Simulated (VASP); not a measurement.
# Al (Im-3m) in VASP: single point with PBEsol

Aim: the single point of Al with PBEsol.

Program: VASP 6.6.1. These are calculated values, not measurements. Logs are shortened: lines on timing, memory, paths and dates and some standing lists are left out, and cuts for length are marked.

### Step 1. The cell of the first run

Symmetry: Im-3m, No. 229, cubic system. Conventional cell: a = 3.213 Å, b = 3.213 Å, c = 3.213 Å, α = 90.00°, β = 90.00°, γ = 90.00°. Al (site symmetry m-3m) has 14 Al at 2.78 to 3.21 Å within 3.7 Å.

This isn't the form of Al at room conditions, which is fcc.

### Step 2. Single point, PBEsol

Contents of INCAR:

```
ALGO = Normal ; EDIFF = 1E-7
ENCUT = 520 ; GGA = PS
ISIF = 2 ; ISMEAR = 0
LASPH = True ; LCHARG = False
LREAL = False ; LWAVE = False
NBANDS = 22 ; NELM = 100
PREC = Accurate ; SIGMA = 0.15
```

Contents of KPOINTS:

```
k-points
0
Gamma
  10 10 10
```

Contents of POSCAR:

```
Al
1.0
    3.2126361663      3.2126361663      3.2126361663
   -3.2126361663     -3.2126361663      3.2126361663
    3.2126361663     -3.2126361663     -3.2126361663
Al
8
Direct
    0.0000000000      0.5000000000      0.5000000000
    0.0000000000      0.0000000000      0.5000000000
    0.0000000000      0.5000000000      0.0000000000
    0.0000000000      0.0000000000      0.0000000000
    0.5000000000      0.5000000000      0.5000000000
    0.5000000000      0.0000000000      0.5000000000
    0.5000000000      0.5000000000      0.0000000000
    0.5000000000      0.0000000000      0.0000000000
```

Potentials or basis: VASP PAW PBE potentials, release 64 (Al).

Command:

```sh
> cat potpaw_PBE.64/Al/POTCAR > POTCAR
> mpirun -np 1 vasp_std > vasp.out
```

OUTCAR:

```text
EDIFF = 1E-7
   ENCUT = 520
   GGA = PS
   ISIF = 2
   ISMEAR = 0
   LASPH = True
   LREAL = False
   NELM = 100
   PREC = Accurate

 ion  position               nearest neighbor table
   1  0.000  0.500  0.500-   2 2.78   3 2.78   5 2.78   8 2.78   3 2.78   2 2.78   5 2.78   8 2.78
                             7 3.21   4 3.21   4 3.21   7 3.21   6 3.21   6 3.21
   2  0.000  0.000  0.500-   1 2.78   4 2.78   6 2.78   7 2.78   4 2.78   1 2.78   6 2.78   7 2.78
                             5 3.21   3 3.21   8 3.21   8 3.21   5 3.21   3 3.21
   3  0.000  0.500  0.000-   1 2.78   4 2.78   6 2.78   7 2.78   1 2.78   4 2.78   7 2.78   6 2.78
                             5 3.21   2 3.21   8 3.21   5 3.21   8 3.21   2 3.21
   4  0.000  0.000  0.000-   2 2.78   3 2.78   5 2.78   8 2.78   2 2.78   3 2.78   8 2.78   5 2.78
                             7 3.21   1 3.21   1 3.21   6 3.21   7 3.21   6 3.21
   5  0.500  0.500  0.500-   1 2.78   4 2.78   6 2.78   7 2.78   7 2.78   6 2.78   1 2.78   4 2.78
                             2 3.21   8 3.21   8 3.21   3 3.21   2 3.21   3 3.21
   6  0.500  0.000  0.500-   2 2.78   3 2.78   5 2.78   8 2.78   8 2.78   5 2.78   2 2.78   3 2.78
                             7 3.21   7 3.21   4 3.21   4 3.21   1 3.21   1 3.21
   7  0.500  0.500  0.000-   2 2.78   3 2.78   5 2.78   8 2.78   5 2.78   8 2.78   3 2.78   2 2.78
                             6 3.21   6 3.21   4 3.21   1 3.21   4 3.21   1 3.21
   8  0.500  0.000  0.000-   1 2.78   4 2.78   6 2.78   7 2.78   6 2.78   7 2.78   4 2.78   1 2.78
                             3 3.21   5 3.21   2 3.21   2 3.21   3 3.21   5 3.21

  LATTYP: Found a body centered cubic cell.
 ALAT       =     6.4252723326

  Lattice vectors:

 A1 = (   3.2126361663,   3.2126361663,   3.2126361663)
 A2 = (  -3.2126361663,  -3.2126361663,   3.2126361663)
 A3 = (   3.2126361663,  -3.2126361663,  -3.2126361663)

Analysis of symmetry for initial positions (statically):
=====================================================================
 Subroutine PRICEL returns following result:

  LATTYP: Found a body centered cubic cell.
 ALAT       =     3.2126361663

  Lattice vectors:

 A1 = (   1.6063180831,   1.6063180831,   1.6063180831)
 A2 = (  -1.6063180831,  -1.6063180831,   1.6063180831)
 A3 = (   1.6063180831,  -1.6063180831,  -1.6063180831)

   8 primitive cells build up your supercell.

 Routine SETGRP: Setting up the symmetry group for a
 body centered cubic supercell.

 Subroutine GETGRP returns: Found 48 space group operations
 (whereof 48 operations were pure point group operations)
 out of a pool of 48 trial point group operations.

The static configuration has the point symmetry O_h .

Analysis of symmetry for dynamics (positions and initial velocities):
=====================================================================
 Subroutine PRICEL returns following result:

  LATTYP: Found a body centered cubic cell.
 ALAT       =     3.2126361663

  Lattice vectors:

 A1 = (   1.6063180831,   1.6063180831,   1.6063180831)
 A2 = (  -1.6063180831,  -1.6063180831,   1.6063180831)
 A3 = (   1.6063180831,  -1.6063180831,  -1.6063180831)

   8 primitive cells build up your supercell.

 Routine SETGRP: Setting up the symmetry group for a
 body centered cubic supercell.

 Subroutine GETGRP returns: Found 48 space group operations
 (whereof 48 operations were pure point group operations)
 out of a pool of 48 trial point group operations.

The dynamic configuration has the point symmetry O_h .

 Subroutine INISYM returns: Found 48 space group operations
 (whereof 48 operations are pure point group operations),
 and found     8 'primitive' translations

----------------------------------------------------------------------------------------

                                     Primitive cell

  volume of cell :      16.5789

  direct lattice vectors                    reciprocal lattice vectors
     1.606318083  1.606318083  1.606318083     0.311270853  0.000000000  0.311270853
    -1.606318083 -1.606318083  1.606318083     0.000000000 -0.311270853  0.311270853
     1.606318083 -1.606318083 -1.606318083     0.311270853 -0.311270853  0.000000000

  length of vectors
     2.782224533  2.782224533  2.782224533     0.440203462  0.440203462  0.440203462

  position of ions in fractional coordinates (direct lattice)
     0.000000000  0.000000000  0.000000000

  ion indices of the primitive-cell ions
   primitive index   ion index
                 1           1

----------------------------------------------------------------------------------------

 KPOINTS: k-points

Automatic generation of k-mesh.
 Grid dimensions read from file:
 generate k-points for:   10   10   10

 Generating k-lattice:

  Cartesian coordinates                     Fractional coordinates (reciprocal lattice)
     0.015563543  0.000000000  0.015563543     0.100000000  0.000000000  0.000000000
     0.000000000 -0.015563543  0.015563543     0.000000000  0.100000000  0.000000000
     0.015563543 -0.015563543  0.000000000     0.000000000  0.000000000  0.100000000

  Length of vectors
     0.022010173  0.022010173  0.022010173

  Shift w.r.t. Gamma in fractional coordinates (k-lattice)
     0.000000000  0.000000000  0.000000000

 Subroutine IBZKPT returns following result:
 ===========================================

 Found     47 irreducible k-points:

 Following reciprocal coordinates:
            Coordinates               Weight
  0.000000  0.000000  0.000000      1.000000
  0.100000  0.000000  0.000000     12.000000
  0.200000  0.000000  0.000000     12.000000
  0.300000  0.000000  0.000000     12.000000
  0.400000  0.000000  0.000000     12.000000
  0.500000  0.000000  0.000000      6.000000
[... 16 lines left out ...]
  0.300000  0.300000  0.100000      8.000000
 -0.300000  0.300000  0.100000     24.000000
 [... further k-points ...]
   k-points           NKPTS =     47   k-points in BZ     NKDIM =     47   number of bands    NBANDS=     22
   number of dos      NEDOS =    301   number of ions     NIONS =      8
   total plane-waves  NPLWV =  74088
   dimension x,y,z NGX =    42 NGY =   42 NGZ =   42
   dimension x,y,z NGXF=    84 NGYF=   84 NGZF=   84
   ions per type =               8
   NGX,Y,Z   is equivalent  to a cutoff of  12.55, 12.55, 12.55 a.u.
   NGXF,Y,Z  is equivalent  to a cutoff of  25.10, 25.10, 25.10 a.u.
 SYSTEM =  unknown system
   PREC   = accura    normal or accurate (medium, high low for compatibility)
   ISTART =      0    job   : 0-new  1-cont  2-samecut
   ICHARG =      2    charge: 1-file 2-atom 10-const
   ISPIN  =      1    spin polarized calculation?
   LNONCOLLINEAR =      F non collinear calculations
   LSORBIT =      F    spin-orbit coupling
   LASPH  =      T    aspherical Exc in radial PAW
   ENCUT  =  520.0 eV  38.22 Ry    6.18 a.u.  10.35 10.35 10.35*2*pi/ulx,y,z
   NELM   =    100;   NELMIN=  2; NELMDL= -5     # of ELM steps
   EDIFF  = 0.1E-06   stopping-criterion for ELM
   LREAL  =      F    real-space projection
   EDIFFG = 0.1E-05   stopping-criterion for IOM
   NSW    =      0    number of steps for IOM
   IBRION =     -1    ionic relax: 0-MD 1-quasi-New 2-CG
   NFREE  =      0    steps in history (QN), initial steepest desc. (CG)
   ISIF   =      2    stress and relaxation
   ISYM   =      2    0-nonsym 1-usesym 2-fastsym
   POTIM  = 0.5000    time-step for ionic-motion
   TEBEG  =    0.0;   TEEND  =   0.0 temperature during run
   PSTRESS=    0.0 pullay stress
   NELECT =      24.0000    total number of electrons
   NUPDOWN=      -1.0000    fix difference up-down
   EMIN   =  10.00;   EMAX   =-10.00  energy-range for DOS
   EFERMI =   0.00;   METHOD = LEGACY
   ISMEAR =     0;   SIGMA  =   0.15  broadening in eV -4-tet -1-fermi 0-gaus
   EFERMI_NEDOS =   21; number of points for ismear=-14 and -15
   IALGO  =     38    algorithm
   IMIX   =      4    mixing-type and parameters
     AMIX     =   0.40;   BMIX     =  1.00
     AMIX_MAG =   1.60;   BMIX_MAG =  1.00
  volume/ion in A,a.u.               =      16.58       111.88
  Fermi-wavevector in a.u.,A,eV,Ry     =   0.925970  1.749830 11.665920  0.857421
  Thomas-Fermi vector in A             =   2.051882
   LORBIT       =      0    0 simple, 1 ext, 2 COOP (PROOUT), +10 PAW based schemes
   GGA     = PS    functional components
   LHFCALC =     F    Hartree Fock is set to
   AEXX    =    0.0000 exact exchange contribution
   IVDW    =     0    specifies the selected vdW correction
   LEPSILON=     F    determine dielectric tensor
   LRPA    =     F    only Hartree local field effects (RPA)
 non-spin polarized calculation
 Gauss-broadening in eV      SIGMA  =   0.15
  energy-cutoff  :      520.00
  volume of cell :      132.63
 maximum number of plane-waves:      3593
 NGX is ok and might be reduce to    42
   NGX = 21   NGY = 21   NGZ = 21

 number of electron      23.9999999 magnetization

 Free energy of the ion-electron system (eV)
  ---------------------------------------------------
  ext. energy  EPLUGINS =         0.00000000
  ---------------------------------------------------
  free energy    TOTEN  =       -31.96492943 eV

  energy without entropy =      -31.92495692  energy(sigma->0) =      -31.94494317

 E-fermi :   7.9072     XC(G=0): -10.2432

 val. band max:        7.9045087364   @ k =  -0.1000   0.1000   0.1000
 cond. band min:       7.9077055126   @ k =   0.4000   0.1000  -0.0000
 fundamental gap:      0.0031967762
 Fermi energy:         7.9071583284

 k-point     1 :       0.0000    0.0000    0.0000
  band No.  band energies     occupation
      1      -3.1920      2.00000
      2       3.6008      2.00000
      3       3.6008      2.00000
      4       3.6008      2.00000
      5       3.6008      2.00000
      6       3.6008      2.00000
[... 14 lines left out ...]
     21      16.0192      0.00000
     22      16.0231      0.00000
[... 552 lines left out ...]
  band No.  band energies     occupation
      1      -2.4763      2.00000
      2       0.3507      2.00000
      3       1.7425      2.00000
      4       1.7425      2.00000
      5       3.1142      2.00000
      6       3.1142      2.00000
[... 14 lines left out ...]
     21      12.4677      0.00000
     22      12.9083      0.00000

 [... further k-points ...]

------------------------ aborting loop because EDIFF is reached ----------------------------------------

  FORCE on cell =-STRESS in cart. coord.  units (eV):
  Direction    XX          YY          ZZ          XY          YZ          ZX
  --------------------------------------------------------------------------------------
  -------------------------------------------------------------------------------------
  Total        0.0571005      0.0571005      0.0571005     -0.0000000      0.0000000      0.0000000
  in kB        0.6897728      0.6897728      0.6897728     -0.0000000      0.0000000      0.0000000
  external PRESSURE =       0.6897728 kB  Pullay stress =       0.0000000 kB

 VOLUME and BASIS-vectors are now :
 -----------------------------------------------------------------------------
  energy-cutoff  :      520.00
  volume of cell :      132.63
      direct lattice vectors                 reciprocal lattice vectors
     3.212636166  3.212636166  3.212636166     0.155635427  0.000000000  0.155635427
    -3.212636166 -3.212636166  3.212636166     0.000000000 -0.155635427  0.155635427
     3.212636166 -3.212636166 -3.212636166     0.155635427 -0.155635427  0.000000000

 POSITION                                       TOTAL-FORCE (eV/Angst)
 -----------------------------------------------------------------------------------
      0.00000     -3.21264      0.00000        -0.000000      0.000000      0.000000
      1.60632     -1.60632     -1.60632        -0.000000      0.000000      0.000000
     -1.60632     -1.60632      1.60632        -0.000000     -0.000000      0.000000
      0.00000      0.00000      0.00000         0.000000     -0.000000     -0.000000
      1.60632     -1.60632      1.60632         0.000000      0.000000     -0.000000
      3.21264      0.00000      0.00000        -0.000000      0.000000     -0.000000
      0.00000      0.00000      3.21264         0.000000     -0.000000     -0.000000
      1.60632      1.60632      1.60632         0.000000      0.000000     -0.000000
 -----------------------------------------------------------------------------------
    total drift:                                0.000000     -0.000000     -0.000000

  FREE ENERGIE OF THE ION-ELECTRON SYSTEM (eV)
  ---------------------------------------------------
  free  energy   TOTEN  =       -31.9649294302 eV

  energy  without entropy=      -31.9249569173  energy(sigma->0) =      -31.94494317
```

Run time: 95 s. Hardware: 1 thread of Intel Xeon Platinum 8259CL at 2.50GHz (Skylake/Cascade Lake), shared host; peak memory 0.29 GiB.

Results:

| Quantity | Value |
| --- | --- |
| Free energy | -31.9649 eV |
| Pressure | 0.1 GPa |
| Band gap on the k mesh | zero (bands 12 and 13 overlap by 5.09 eV) |

Caveat: the PAW data sets were made with another functional, which shifts forces and pressure a little.
